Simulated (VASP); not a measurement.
CdO (lda), 2 atoms in the cell. The structure is cubic, space group Fm-3m (No. 225). Conventional cell: a = 4.634 Å, b = 4.634 Å, c = 4.634 Å, α = 90.00°, β = 90.00°, γ = 90.00°. Within 3.1 Å of Cd (site symmetry m-3m) lie 6 O at 2.32 Å. O (site symmetry m-3m) has 6 Cd at 2.32 Å within 3.1 Å. 

```yaml
Program: VASP 6.6.1
Task: single point
Functional: LDA
Potentials_or_basis: VASP PAW LDA potentials, release 64 (Cd, O)
Cutoff: 600 eV
k_mesh: 14 × 14 × 14
Occupations: gaussian, width 0.1 eV
Spin: no spin polarisation
Dipole_correction: no
Further_INCAR_settings: ALGO = Normal; EDIFF = 1e-06; NBANDS = 16
```

Potentials or basis: VASP PAW LDA potentials, release 64 (Cd, O).

The run is started by

```console
$ cat potpaw_LDA.64/Cd/POTCAR potpaw_LDA.64/O/POTCAR > POTCAR
$ mpirun -np 1 vasp_std > vasp.out
```

Hardware: 1 thread of Intel(R) Xeon(R) Platinum 8259CL CPU @ 2.50GHz (Skylake/Cascade Lake), on a shared host.

Q: Estimate the wall time of this run.

A: Run time: 40 s on 1 thread of Intel(R) Xeon(R) Platinum 8259CL CPU @ 2.50GHz (Skylake/Cascade Lake), on a shared host, peak memory 0.18 GiB. Counts: scf iterations 13, k points 104.
